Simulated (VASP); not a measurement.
# Ti (P6_3/mmc) in VASP: single point with LDA

Aim: the single point of Ti with LDA.

Everything below comes from runs of VASP 6.6.1. Logs are shortened: lines on timing, memory, paths and dates and some standing lists are left out, and cuts for length are marked.

### 1 The cell of the first run

Symmetry: P6_3/mmc, No. 194, hexagonal system. Conventional cell: a = 2.864 Å, b = 2.864 Å, c = 4.535 Å, α = 90.00°, β = 90.00°, γ = 120.00°. Within 3.7 Å of Ti (site symmetry -6m2) lie 12 Ti at 2.81 to 2.86 Å.

### 2 Single point, LDA

Input file INCAR:

```
SYSTEM = Ti
PREC     = Accurate       ! precision mode
ENCUT    = 500            ! plane-wave cutoff, eV
EDIFF    = 1E-6           ! SCF threshold, eV
ISMEAR   = 0              ! smearing method
SIGMA    = 0.1            ! smearing width, eV
LREAL    = .False.        ! projectors in reciprocal space
LASPH    = .True.         ! aspherical terms in the spheres
NELM     = 120            ! most SCF steps
ALGO     = Normal         ! electronic algorithm
ISIF     = 2              ! what is computed and relaxed
LWAVE    = .False.        ! write WAVECAR
LCHARG   = .False.        ! write CHGCAR
GGA      = CA             ! functional
NBANDS   = 19             ! bands
GGA_COMPAT= .False.
```

Input file KPOINTS:

```
Automatic mesh
0
Gamma
  18 18 10
  0 0 0
```

Input file POSCAR:

```
Ti
1.0
    2.8637660604      0.0000000000      0.0000000000
   -1.4318830302      2.4800941588      0.0000000000
    0.0000000000      0.0000000000      4.5350467425
Ti
2
Direct
    0.3333333333      0.6666666667      0.2500000000
    0.6666666667      0.3333333333      0.7500000000
```

Potentials or basis: VASP PAW LDA potentials, release 64 (Ti_sv).

Launch:

```bash
$ cat potpaw_LDA.64/Ti_sv/POTCAR > POTCAR
$ mpirun -np 1 vasp_std > vasp.out
```

OUTCAR:

```text
SYSTEM = Ti
   PREC = Accurate
   ENCUT = 500
   EDIFF = 1E-6
   ISMEAR = 0
   LREAL = .False.
   LASPH = .True.
   NELM = 120
   ISIF = 2
   GGA = CA

 ion  position               nearest neighbor table
   1  0.333  0.667  0.250-   2 2.81   2 2.81   2 2.81   2 2.81   2 2.81   2 2.81
   2  0.667  0.333  0.750-   1 2.81   1 2.81   1 2.81   1 2.81   1 2.81   1 2.81

  LATTYP: Found a hexagonal cell.
 ALAT       =     2.8637660604
 C/A-ratio  =     1.5835953939

  Lattice vectors:

 A1 = (   2.8637660604,   0.0000000000,   0.0000000000)
 A2 = (  -1.4318830302,   2.4800941588,   0.0000000000)
 A3 = (   0.0000000000,   0.0000000000,   4.5350467425)

Analysis of symmetry for initial positions (statically):
=====================================================================
 Subroutine PRICEL returns:
 Original cell was already a primitive cell.

 Routine SETGRP: Setting up the symmetry group for a
 hexagonal supercell.

 Subroutine GETGRP returns: Found 24 space group operations
 (whereof 12 operations were pure point group operations)
 out of a pool of 24 trial point group operations.

The static configuration has the point symmetry D_3d.
 The point group associated with its full space group is D_6h.

Analysis of symmetry for dynamics (positions and initial velocities):
=====================================================================
 Subroutine PRICEL returns:
 Original cell was already a primitive cell.

 Routine SETGRP: Setting up the symmetry group for a
 hexagonal supercell.

 Subroutine GETGRP returns: Found 24 space group operations
 (whereof 12 operations were pure point group operations)
 out of a pool of 24 trial point group operations.

The dynamic configuration has the point symmetry D_3d.
 The point group associated with its full space group is D_6h.

 Subroutine INISYM returns: Found 24 space group operations
 (whereof 12 operations are pure point group operations),
 and found     1 'primitive' translations

----------------------------------------------------------------------------------------

                                     Primitive cell

  volume of cell :      32.2098

  direct lattice vectors                    reciprocal lattice vectors
     2.863766060  0.000000000  0.000000000     0.349190534  0.201605249  0.000000000
    -1.431883030  2.480094159  0.000000000     0.000000000  0.403210498  0.000000000
     0.000000000  0.000000000  4.535046742     0.000000000  0.000000000  0.220504894

  length of vectors
     2.863766060  2.863766060  4.535046742     0.403210498  0.403210498  0.220504894

  position of ions in fractional coordinates (direct lattice)
     0.333333333  0.666666667  0.250000000
     0.666666667  0.333333333  0.750000000

  ion indices of the primitive-cell ions
   primitive index   ion index
                 1           1
                 2           2

----------------------------------------------------------------------------------------

 KPOINTS: Automatic mesh

Automatic generation of k-mesh.
 Grid dimensions read from file:
 generate k-points for:   18   18   10

 Generating k-lattice:

  Cartesian coordinates                     Fractional coordinates (reciprocal lattice)
     0.019399474  0.011200292  0.000000000     0.055555556 -0.000000000  0.000000000
     0.000000000  0.022400583  0.000000000     0.000000000  0.055555556  0.000000000
     0.000000000  0.000000000  0.022050489     0.000000000  0.000000000  0.100000000

  Length of vectors
     0.022400583  0.022400583  0.022050489

  Shift w.r.t. Gamma in fractional coordinates (k-lattice)
     0.000000000  0.000000000  0.000000000

 Subroutine IBZKPT returns following result:
 ===========================================

 Found    222 irreducible k-points:

 Following reciprocal coordinates:
            Coordinates               Weight
  0.000000  0.000000  0.000000      1.000000
  0.055556 -0.000000  0.000000      6.000000
  0.111111 -0.000000  0.000000      6.000000
  0.166667 -0.000000  0.000000      6.000000
  0.222222 -0.000000  0.000000      6.000000
  0.277778 -0.000000  0.000000      6.000000
[... 16 lines left out ...]
  0.333333  0.111111  0.000000     12.000000
  0.388889  0.111111  0.000000     12.000000
 [... further k-points ...]
   k-points           NKPTS =    222   k-points in BZ     NKDIM =    222   number of bands    NBANDS=     19
   number of dos      NEDOS =    301   number of ions     NIONS =      2
   total plane-waves  NPLWV =  20736
   dimension x,y,z NGX =    24 NGY =   24 NGZ =   36
   dimension x,y,z NGXF=    48 NGYF=   48 NGZF=   72
   ions per type =               2
   NGX,Y,Z   is equivalent  to a cutoff of  13.93, 13.93, 13.20 a.u.
   NGXF,Y,Z  is equivalent  to a cutoff of  27.86, 27.86, 26.39 a.u.
 SYSTEM =  Ti
   PREC   = accura    normal or accurate (medium, high low for compatibility)
   ISTART =      0    job   : 0-new  1-cont  2-samecut
   ICHARG =      2    charge: 1-file 2-atom 10-const
   ISPIN  =      1    spin polarized calculation?
   LNONCOLLINEAR =      F non collinear calculations
   LSORBIT =      F    spin-orbit coupling
   LASPH  =      T    aspherical Exc in radial PAW
   ENCUT  =  500.0 eV  36.75 Ry    6.06 a.u.   5.22  5.22  8.27*2*pi/ulx,y,z
   NELM   =    120;   NELMIN=  2; NELMDL= -5     # of ELM steps
   EDIFF  = 0.1E-05   stopping-criterion for ELM
   LREAL  =      F    real-space projection
   EDIFFG = 0.1E-04   stopping-criterion for IOM
   NSW    =      0    number of steps for IOM
   IBRION =     -1    ionic relax: 0-MD 1-quasi-New 2-CG
   NFREE  =      0    steps in history (QN), initial steepest desc. (CG)
   ISIF   =      2    stress and relaxation
   ISYM   =      2    0-nonsym 1-usesym 2-fastsym
   POTIM  = 0.5000    time-step for ionic-motion
   TEBEG  =    0.0;   TEEND  =   0.0 temperature during run
   PSTRESS=    0.0 pullay stress
   NELECT =      24.0000    total number of electrons
   NUPDOWN=      -1.0000    fix difference up-down
   EMIN   =  10.00;   EMAX   =-10.00  energy-range for DOS
   EFERMI =   0.00;   METHOD = LEGACY
   ISMEAR =     0;   SIGMA  =   0.10  broadening in eV -4-tet -1-fermi 0-gaus
   EFERMI_NEDOS =   21; number of points for ismear=-14 and -15
   IALGO  =     38    algorithm
   IMIX   =      4    mixing-type and parameters
     AMIX     =   0.40;   BMIX     =  1.00
     AMIX_MAG =   1.60;   BMIX_MAG =  1.00
  volume/ion in A,a.u.               =      16.10       108.68
  Fermi-wavevector in a.u.,A,eV,Ry     =   1.484167  2.804669 29.970254  2.202752
  Thomas-Fermi vector in A             =   2.597738
   LORBIT       =      0    0 simple, 1 ext, 2 COOP (PROOUT), +10 PAW based schemes
   GGA     = CA    functional components
   LHFCALC =     F    Hartree Fock is set to
   AEXX    =    0.0000 exact exchange contribution
   IVDW    =     0    specifies the selected vdW correction
   LEPSILON=     F    determine dielectric tensor
   LRPA    =     F    only Hartree local field effects (RPA)
 non-spin polarized calculation
 Gauss-broadening in eV      SIGMA  =   0.10
  energy-cutoff  :      500.00
  volume of cell :       32.21
 maximum number of plane-waves:       840
 NGX is ok and might be reduce to    24
   NGX = 11   NGY = 11   NGZ = 17

 number of electron      24.0000003 magnetization

 Free energy of the ion-electron system (eV)
  ---------------------------------------------------
  ext. energy  EPLUGINS =         0.00000000
  ---------------------------------------------------
  free energy    TOTEN  =       -17.10470941 eV

  energy without entropy =      -17.09486311  energy(sigma->0) =      -17.09978626

 E-fermi :   8.9186     XC(G=0): -12.1509

 val. band max:        8.9166901392   @ k =   0.3889   0.1667   0.3000
 cond. band min:       8.9217865343   @ k =   0.0556  -0.0000   0.5000
 fundamental gap:      0.0050963952
 Fermi energy:         8.9185996283

 k-point     1 :       0.0000    0.0000    0.0000
  band No.  band energies     occupation
      1     -47.1372      2.00000
      2     -46.9414      2.00000
      3     -24.2126      2.00000
      4     -23.3792      2.00000
      5     -23.3792      2.00000
      6     -23.2817      2.00000
[... 11 lines left out ...]
     18      10.6244      0.00000
     19      12.3337      0.00000

 k-point     2 :       0.0556   -0.0000    0.0000
  band No.  band energies     occupation
      1     -47.1329      2.00000
      2     -46.9397      2.00000
      3     -24.2037      2.00000
      4     -23.3978      2.00000
      5     -23.3854      2.00000
      6     -23.2855      2.00000
[... 11 lines left out ...]
     18      10.5691      0.00000
     19      12.3644      0.00000

 k-point     3 :       0.1111   -0.0000    0.0000
  band No.  band energies     occupation
      1     -47.1202      2.00000
      2     -46.9348      2.00000
      3     -24.1774      2.00000
      4     -23.4516      2.00000
      5     -23.4030      2.00000
      6     -23.3237      2.00000
[... 11 lines left out ...]
     18      10.4906      0.00000
     19      12.4414      0.00000

 k-point     4 :       0.1667   -0.0000    0.0000
  band No.  band energies     occupation
      1     -47.1003      2.00000
      2     -46.9276      2.00000
      3     -24.1354      2.00000
      4     -23.5344      2.00000
      5     -23.4293      2.00000
      6     -23.4067      2.00000
[... 11 lines left out ...]
     18      10.7743      0.00000
     19      12.5355      0.00000

 k-point     5 :       0.2222   -0.0000    0.0000
  band No.  band energies     occupation
      1     -47.0752      2.00000
      2     -46.9194      2.00000
      3     -24.0804      2.00000
      4     -23.6366      2.00000
      5     -23.5058      2.00000
      6     -23.4604      2.00000
[... 11 lines left out ...]
     18      11.1418      0.00000
     19      12.6243      0.00000
[... 334 lines left out ...]
      2     -46.9098      2.00000
      3     -23.9952      2.00000
      4     -23.7413      2.00000
      5     -23.6610      2.00000
      6     -23.4887      2.00000
[... 11 lines left out ...]
     18      11.9507      0.00000
     19      12.6389      0.00000

 k-point    22 :       0.2778    0.1111    0.0000
  band No.  band energies     occupation
      1     -47.0112      2.00000
      2     -46.9052      2.00000
      3     -23.9281      2.00000
      4     -23.8375      2.00000
      5     -23.7250      2.00000
      6     -23.5356      2.00000
[... 11 lines left out ...]
     18      12.4798      0.00000
     19      12.6743      0.00000

 k-point    23 :       0.3333    0.1111    0.0000
  band No.  band energies     occupation
      1     -46.9869      2.00000
      2     -46.9036      2.00000
      3     -23.9159      2.00000
      4     -23.8629      2.00000
      5     -23.7764      2.00000
      6     -23.5735      2.00000
[... 11 lines left out ...]
     18      12.6979      0.00000
     19      13.0281      0.00000

 k-point    24 :       0.3889    0.1111    0.0000
  band No.  band energies     occupation
      1     -46.9689      2.00000
      2     -46.9048      2.00000
      3     -23.9669      2.00000
      4     -23.8102      2.00000
      5     -23.8099      2.00000
      6     -23.5979      2.00000
[... 11 lines left out ...]
     18      12.7111      0.00000
     19      13.5817      0.00000

 [... further k-points ...]
[... 5 lines left out ...]
  --------------------------------------------------------------------------------------
  -------------------------------------------------------------------------------------
  Total       -0.0306697     -0.0306697     -0.0288522     -0.0000000     -0.0000000      0.0000000
  in kB       -1.5255740     -1.5255740     -1.4351637     -0.0000000     -0.0000000      0.0000000
  external PRESSURE =      -1.4954372 kB  Pullay stress =       0.0000000 kB

 VOLUME and BASIS-vectors are now :
 -----------------------------------------------------------------------------
  energy-cutoff  :      500.00
  volume of cell :       32.21
      direct lattice vectors                 reciprocal lattice vectors
     2.863766060  0.000000000  0.000000000     0.349190534  0.201605249  0.000000000
    -1.431883030  2.480094159  0.000000000     0.000000000  0.403210498  0.000000000
     0.000000000  0.000000000  4.535046742     0.000000000  0.000000000  0.220504894

 POSITION                                       TOTAL-FORCE (eV/Angst)
 -----------------------------------------------------------------------------------
     -0.00000      1.65340      1.13376        -0.000000      0.000000      0.000000
      1.43188      0.82670      3.40129         0.000000     -0.000000      0.000000
 -----------------------------------------------------------------------------------
    total drift:                               -0.000000      0.000000     -0.000000

  FREE ENERGIE OF THE ION-ELECTRON SYSTEM (eV)
  ---------------------------------------------------
  free  energy   TOTEN  =       -17.1047094109 eV

  energy  without entropy=      -17.0948631132  energy(sigma->0) =      -17.09978626
```

Run time: 3.9 min. Hardware: 1 thread of AMD EPYC 7R13, shared host; peak memory 0.19 GiB.

What came out:

| Quantity | Value |
| --- | --- |
| Free energy | -17.1047 eV |
| Pressure | -0.1 GPa |
| Band gap on the k mesh | zero (band 12 reaches 9.76 eV, above the bottom of band 13 at 8.62 eV) |
